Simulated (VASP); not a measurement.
A run of VASP 6.6.1 is set up as follows.

The input INCAR:

```
ALGO = Normal ; EDIFF = 1E-6
ENCUT = 520 ; GGA = PS
ISIF = 2 ; ISMEAR = -1
LASPH = T ; LCHARG = F
LREAL = F ; LWAVE = F
NBANDS = 30 ; NELM = 100
PREC = Accurate ; SIGMA = 0.1
```

KPOINTS

```
k-points
0
Gamma
  13 13 4
```

Contents of POSCAR:

```
Au
1.0
    2.8682990688      0.0000000000      0.0000000000
   -1.4341495344      2.4840198592      0.0000000000
    0.0000000000      0.0000000000      9.5538130339
Au
4
Direct
    0.0000000000      0.0000000000      1.0000000000
    0.0000000000      0.0000000000      0.5000000000
    0.3333333333      0.6666666667      0.2500000000
    0.6666666667      0.3333333333      0.7500000000
```

Potentials or basis: VASP PAW PBE potentials, release 64 (Au).

Run with:

```console
$ cat potpaw_PBE.64/Au/POTCAR > POTCAR
$ mpirun -np 1 vasp_std > vasp.out
```

(1) Estimate the pressure.

(2) Predict the band gap on the k mesh.

Answers

(1) -0.3 GPa.

(2) zero (band 22 reaches 12.18 eV, above the bottom of band 23 at 7.00 eV).

Caveat: the PAW data sets were made with another functional, which shifts forces and pressure a little; spin-orbit coupling is left out, which moves the levels of the heavy elements.
